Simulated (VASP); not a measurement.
Set up this calculation in VASP 6.6.1, as the native input.

* Task: single point
* Functional: LDA
* Potentials or basis: VASP PAW LDA potentials, release 64 (Sr_sv)
* Cutoff: 520 eV
* k mesh: 12 × 12 × 8
* Occupations: gaussian, width 0.15 eV
* Spin: no spin polarisation
* Dipole correction: no
* Further INCAR settings: ALGO = Fast; EDIFF = 1e-06; NBANDS = 17

The structure of Sr lies in POSCAR:

```
Sr
1.0
    4.1024545175      0.0000000000      0.0000000000
   -2.0512272588      3.5528298300      0.0000000000
    0.0000000000      0.0000000000      6.7154259278
Sr
2
Direct
    0.2195721696      0.6666666667      0.2500000000
    0.7804278304      0.3333333333      0.7500000000
```

This cell differs from its parent crystal: atoms displaced along a vibrational mode.

One way to write it, as run:

INCAR

```
PREC = Accurate ; ENCUT = 520
EDIFF = 1E-6 ; ISMEAR = 0
SIGMA = 0.15 ; LREAL = F
LASPH = T ; NELM = 60
ALGO = Fast ; ISIF = 2
LWAVE = F ; LCHARG = F
NBANDS = 17
```

KPOINTS

```
Automatic mesh
0
Gamma
  12 12 8
```

Potentials or basis: VASP PAW LDA potentials, release 64 (Sr_sv).

Run with:

```bash
$ cat potpaw_LDA.64/Sr_sv/POTCAR > POTCAR
$ mpirun -np 1 vasp_std > vasp.out
```

Results of the run:

The pressure is 0.0 GPa, the largest force is 0.329 eV/Å and the band gap on the k mesh is zero (bands 10 and 11 overlap by 0.45 eV).

Caveat: the cell differs from its parent crystal (atoms displaced along a vibrational mode).

Wall time 21 min on 1 thread of Oxide Virtual Turin-like Processor (shared host), peak memory 0.55 GiB.
